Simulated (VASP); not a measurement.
# BaF2 (Fm-3m) in VASP: a series of runs, part 2 of 2

VASP 6.6.1. The steps go on from the part before.

## Step 4: Electric field gradients, LDA (volume scaled by 0.98)

INCAR

```
PREC     = Accurate       # precision mode
ENCUT    = 520            # plane-wave cutoff, eV
EDIFF    = 1E-8           # SCF threshold, eV
ISMEAR   = -1             # smearing method
SIGMA    = 0.01           # smearing width, eV
LREAL    = F              # projectors in reciprocal space
LASPH    = T              # aspherical terms in the spheres
NELM     = 120            # most SCF steps
ALGO     = Normal         # electronic algorithm
ISIF     = 2              # what is computed and relaxed
LWAVE    = F              # write WAVECAR
LCHARG   = F              # write CHGCAR
LEFG     = T            
NBANDS   = 19             # bands
GGA_COMPAT= F
```

KPOINTS

```
regular mesh
0
Gamma
  8 8 8
```

POSCAR

```
BaF2
1.0
    0.0000000000      3.0792436684      3.0792436684
    3.0792436684      0.0000000000      3.0792436684
    3.0792436684      3.0792436684      0.0000000000
Ba F
1 2
Direct
    0.0000000000      0.0000000000      0.0000000000
    0.2500000000      0.2500000000      0.2500000000
    0.7500000000      0.7500000000      0.7500000000
```

Potentials or basis: VASP PAW LDA potentials, release 64 (Ba_sv, F).

Launch:

```bash
$ cat potpaw_LDA.64/Ba_sv/POTCAR potpaw_LDA.64/F/POTCAR > POTCAR
$ mpirun -np 1 vasp_std > vasp.out
```

OUTCAR:

```text
PREC = Accurate
   ENCUT = 520
   EDIFF = 1E-8
   ISMEAR = -1
   LREAL = F
   LASPH = T
   NELM = 120
   ISIF = 2

 ion  position               nearest neighbor table
   1  0.000  0.000  0.000-   3 2.67   3 2.67   3 2.67   2 2.67   3 2.67   2 2.67   2 2.67   2 2.67

   2  0.250  0.250  0.250-   1 2.67   1 2.67   1 2.67   1 2.67
   3  0.750  0.750  0.750-   1 2.67   1 2.67   1 2.67   1 2.67

  LATTYP: Found a face centered cubic cell.
 ALAT       =     6.1584873368

  Lattice vectors:

 A1 = (   0.0000000000,   3.0792436684,   3.0792436684)
 A2 = (   3.0792436684,   0.0000000000,   3.0792436684)
 A3 = (   3.0792436684,   3.0792436684,   0.0000000000)

Analysis of symmetry for initial positions (statically):
=====================================================================
 Subroutine PRICEL returns:
 Original cell was already a primitive cell.

 Routine SETGRP: Setting up the symmetry group for a
 face centered cubic supercell.

 Subroutine GETGRP returns: Found 48 space group operations
 (whereof 48 operations were pure point group operations)
 out of a pool of 48 trial point group operations.

The static configuration has the point symmetry O_h .

Analysis of symmetry for dynamics (positions and initial velocities):
=====================================================================
 Subroutine PRICEL returns:
 Original cell was already a primitive cell.

 Routine SETGRP: Setting up the symmetry group for a
 face centered cubic supercell.

 Subroutine GETGRP returns: Found 48 space group operations
 (whereof 48 operations were pure point group operations)
[... 157 lines left out ...]

 k-point     1 :       0.0000    0.0000    0.0000
  band No.  band energies     occupation
      1     -25.2499      2.00000
      2     -20.9099      2.00000
      3     -20.8505      2.00000
      4     -10.0879      2.00000
      5     -10.0879      2.00000
      6     -10.0879      2.00000
[... 505 lines left out ...]
      6     -10.2439      2.00000
[... 11 lines left out ...]
     18      10.1599      0.00000
     19      11.5003      0.00000

 [... further k-points ...]
[... 5 lines left out ...]
  --------------------------------------------------------------------------------------
  -------------------------------------------------------------------------------------
  Total       -0.8070019     -0.8070019     -0.8070019      0.0000000     -0.0000000      0.0000000
  in kB      -22.1423112    -22.1423112    -22.1423112      0.0000000     -0.0000000      0.0000000
  external PRESSURE =     -22.1423112 kB  Pullay stress =       0.0000000 kB

 VOLUME and BASIS-vectors are now :
 -----------------------------------------------------------------------------
  energy-cutoff  :      520.00
  volume of cell :       58.39
      direct lattice vectors                 reciprocal lattice vectors
     0.000000000  3.079243668  3.079243668    -0.162377536  0.162377536  0.162377536
     3.079243668  0.000000000  3.079243668     0.162377536 -0.162377536  0.162377536
     3.079243668  3.079243668  0.000000000     0.162377536  0.162377536 -0.162377536

 POSITION                                       TOTAL-FORCE (eV/Angst)
 -----------------------------------------------------------------------------------
      0.00000      0.00000      0.00000         0.000000      0.000000      0.000000
      1.53962      1.53962      1.53962         0.000000      0.000000     -0.000000
      4.61887      4.61887      4.61887        -0.000000     -0.000000      0.000000
 -----------------------------------------------------------------------------------
    total drift:                               -0.000000     -0.000000      0.000000

  FREE ENERGIE OF THE ION-ELECTRON SYSTEM (eV)
  ---------------------------------------------------
  free  energy   TOTEN  =       -18.6148478336 eV

  energy  without entropy=      -18.6148478336  energy(sigma->0) =      -18.61484783

 Electric field gradients (V/A^2)
---------------------------------------------------------------------
 ion       V_xx      V_yy      V_zz      V_xy      V_xz      V_yz
---------------------------------------------------------------------
   1       0.000    -0.000    -0.000     0.000     0.000     0.000
   2       0.000    -0.000     0.000     0.009     0.009     0.009
   3      -0.000    -0.000     0.000     0.009     0.009     0.009
---------------------------------------------------------------------

 Electric field gradients after diagonalization (V/A^2)
 (convention: |V_zz| > |V_xx| > |V_yy|)
----------------------------------------------------------------------
 ion       V_xx      V_yy      V_zz     asymmetry (V_yy - V_xx)/ V_zz
----------------------------------------------------------------------
   1      -0.000    -0.000     0.000       0.000
   2      -0.009    -0.009     0.017       0.000
   3      -0.009    -0.009     0.017       0.000
----------------------------------------------------------------------

           NMR quadrupolar parameters

 Cq : quadrupolar parameter    Cq=e*Q*V_zz/h
 eta: asymmetry parameters     (V_yy - V_xx)/ V_zz
 Q  : nuclear electric quadrupole moment in mb (millibarn)
----------------------------------------------------------------------
 ion       Cq(MHz)       eta       Q (mb)
----------------------------------------------------------------------
   1       0.000       0.000       1.000
   2       0.000       0.000       1.000
   3       0.000       0.000       1.000
----------------------------------------------------------------------
```

OSZICAR:

```text
N       E                     dE             d eps       ncg     rms          rms(c)
DAV:   1     0.141323804342E+03    0.14132E+03   -0.13102E+04  1102   0.119E+03
DAV:   2    -0.129599971154E+02   -0.15428E+03   -0.14950E+03  1342   0.260E+02
DAV:   3    -0.202045881205E+02   -0.72446E+01   -0.72101E+01  1352   0.561E+01
DAV:   4    -0.203374001496E+02   -0.13281E+00   -0.13256E+00  1428   0.703E+00
DAV:   5    -0.203410317694E+02   -0.36316E-02   -0.36315E-02  1285   0.886E-01    0.838E+00
DAV:   6    -0.187031680437E+02    0.16379E+01   -0.69581E+00  1147   0.202E+01    0.448E+00
DAV:   7    -0.186458938364E+02    0.57274E-01   -0.25752E-01  1217   0.379E+00    0.224E+00
DAV:   8    -0.186128529974E+02    0.33041E-01   -0.50364E-02  1255   0.217E+00    0.278E-01
DAV:   9    -0.186139716084E+02   -0.11186E-02   -0.61631E-03  1372   0.489E-01    0.122E-01
DAV:  10    -0.186148629746E+02   -0.89137E-03   -0.10178E-03  1144   0.227E-01    0.334E-02
DAV:  11    -0.186148435246E+02    0.19450E-04   -0.78645E-05  1265   0.686E-02    0.174E-02
DAV:  12    -0.186148483047E+02   -0.47801E-05   -0.94504E-06  1159   0.216E-02    0.384E-03
DAV:  13    -0.186148478669E+02    0.43782E-06   -0.15073E-06  1350   0.789E-03    0.193E-03
DAV:  14    -0.186148478333E+02    0.33653E-07   -0.16751E-07  1244   0.304E-03    0.233E-04
DAV:  15    -0.186148478336E+02   -0.31969E-09   -0.57728E-09   869   0.618E-04
   1 F= -.18614848E+02 E0= -.18614848E+02  d E =-.138846E-12
```

Wall time 21 s (1 thread of Intel Xeon Platinum 8259CL at 2.50GHz (Skylake/Cascade Lake), shared host); peak memory 0.17 GiB.

What came out:

* Free energy: -18.6148 eV
* Pressure: -2.2 GPa
* Band gap on the k mesh: 6.47 eV, indirect (least direct gap 6.57 eV)

Levels at points of the mesh, in eV from the valence-band top:
| k point | band 8 | band 9 | band 10 | band 11 | band 12 | band 13 | band 14 | band 15 | band 16 | band 17 |
| --- | --- | --- | --- | --- | --- | --- | --- | --- | --- | --- |
| (0.00, 0.00, 0.00) | -1.62 | -1.62 | -0.10 | -0.10 | -0.10 | 6.47 | 9.14 | 9.14 | 11.48 | 11.48 |
| (0.50, 0.00, 0.00) | -1.19 | -0.73 | -0.37 | -0.17 | -0.17 | 9.06 | 9.13 | 9.13 | 9.44 | 11.69 |
| (0.50, 0.50, 0.00) | -0.41 | -0.41 | -0.32 | -0.32 | -0.16 | 7.02 | 8.98 | 10.76 | 12.10 | 12.10 |

Caveat: without QUAD_EFG the Cq values of the log hold for a quadrupole moment of 1 mb, not for the nuclei; spin-orbit coupling is left out, which moves the levels of the heavy elements.
